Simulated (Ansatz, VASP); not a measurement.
**One calculation of Zn, two programs**

```xyz
1
Lattice="0.0000 1.9656 1.9656 1.9656 0.0000 1.9656 1.9656 1.9656 0.0000" Properties=species:S:1:pos:R:3 pbc="T T T"
Zn    0.0000    0.0000    0.0000
```

Alike in both runs: task single point; functional LDA; k mesh 16 × 16 × 16; occupations fermi-dirac, width 0.1 eV; no spin polarisation.

```csv
,VASP,Ansatz
version,VASP 6.6.1,Ansatz 0.2.0
potentials or method,"VASP PAW LDA potentials, release 64 (Zn), cutoff 520 eV","plane waves (420 eV) with PAW, scalar-relativistic"
valence electrons in the cell,12,12
```

|  | VASP | Ansatz | Ansatz less VASP |
| --- | --- | --- | --- |
| pressure (GPa) | -8.0 | -8.5 | -0.48 |

Ansatz warns that its potentials were made for another functional, while VASP's fit it. LDA's correlation is that of Perdew and Zunger in VASP and of Perdew and Wang (1992) in Ansatz.
